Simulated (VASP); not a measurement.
A run of VASP 6.6.1 is set up as follows.

File INCAR:

```
SYSTEM = MgCd5Te6
ALGO = Normal
EDIFF = 1E-6
ENCUT = 520
GGA = PE
ISIF = 2
ISMEAR = 0
LASPH = .TRUE.
LCHARG = .FALSE.
LREAL = .FALSE.
LWAVE = .FALSE.
NBANDS = 61
NELM = 60
PREC = Accurate
SIGMA = 0.02
```

File KPOINTS:

```
k-points
0
G
  6 6 2
  0 0 0
```

File POSCAR:

```
MgCd5Te6
1.0
    4.6736729000      0.0000000000      0.0000000000
    0.0000000000      4.6736729000      0.0000000000
    0.0000000000      0.0000000000     19.7422475000
Mg Cd Te
1 5 6
Direct
    0.5000000000      0.5000000000      0.0000000000
    0.0000000000      0.0000000000      0.8355620000
    0.0000000000      0.0000000000      0.1644380000
    0.5000000000      0.5000000000      0.3321950000
    0.0000000000      0.0000000000      0.5000000000
    0.5000000000      0.5000000000      0.6678050000
    0.5000000000      0.0000000000      0.0801870000
    0.0000000000      0.5000000000      0.2483280000
    0.5000000000      0.0000000000      0.4160960000
    0.0000000000      0.5000000000      0.5839040000
    0.5000000000      0.0000000000      0.7516720000
    0.0000000000      0.5000000000      0.9198130000
```

Potentials or basis: VASP PAW PBE potentials, release 64 (Mg, Cd, Te).

Launch:

```bash
$ cat potpaw_PBE.64/Mg/POTCAR potpaw_PBE.64/Cd/POTCAR potpaw_PBE.64/Te/POTCAR > POTCAR
$ mpirun -np 1 vasp_std > vasp.out
```

What does it give for the band gap on the k mesh?

0.82 eV.

Estimate the pressure.

0.1 GPa.

Forces on the atoms (eV/Å):
```
Mg   0.000  0.000  0.000
Cd   0.000  0.000  0.001
Cd   0.000  0.000 -0.001
Cd   0.000  0.000  0.001
Cd   0.000  0.000  0.000
Cd   0.000  0.000 -0.001
Te   0.000  0.000 -0.016
Te   0.000  0.000  0.000
Te   0.000  0.000  0.000
Te   0.000  0.000  0.000
Te   0.000  0.000  0.000
Te   0.000  0.000  0.016
```

Caveat: spin-orbit coupling is left out, which moves the levels of the heavy elements.
